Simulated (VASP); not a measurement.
Wanted: the native input for a VASP 6.6.1 run.

```yaml
Task: single point
Functional: PBE
Potentials_or_basis: VASP PAW PBE potentials, release 64 (Au)
Cutoff: 520 eV
k_mesh: 15 × 15 × 8
Occupations: fermi-dirac, width 0.08 eV
Spin: no spin polarisation
Dipole_correction: no
Further_INCAR_settings: ALGO = Normal; EDIFF = 1e-06; NBANDS = 18
```

The structure of Au lies in POSCAR:

```
Au
1.0
    2.9060715213      0.0000000001      0.0000000000
   -1.4530357607      2.5167317627      0.0000000000
    0.0000000000      0.0000000000      4.8895834040
Au
2
Direct
    0.3333333333      0.6666666667      0.2500000000
    0.6666666667      0.3333333333      0.7500000000
```

These files were run (other wordings do the same):

INCAR

```
SYSTEM = Au
  PREC = Accurate
  ENCUT = 520
  EDIFF = 1E-6
  ISMEAR = -1
  SIGMA = 0.08
  LREAL = .FALSE.
  LASPH = .TRUE.
  NELM = 100
  ALGO = Normal
  ISIF = 2
  LWAVE = .FALSE.
  LCHARG = .FALSE.
  GGA = PE
  NBANDS = 18
```

KPOINTS

```
regular mesh
0
G
  15 15 8
  0 0 0
```

Potentials or basis: VASP PAW PBE potentials, release 64 (Au).

The run is started by

```sh
$ cat potpaw_PBE.64/Au/POTCAR > POTCAR
$ mpirun -np 1 vasp_std > vasp.out
```

It gave:

The pressure is 0.6 GPa and the band gap on the k mesh is zero (band 11 reaches 12.75 eV, above the bottom of band 12 at 6.11 eV).

Caveat: spin-orbit coupling is left out, which moves the levels of the heavy elements.

It took 18 s on 1 thread of Intel(R) Xeon(R) 6975P-C (Granite Rapids), on a shared host, peak memory 0.2 GiB.
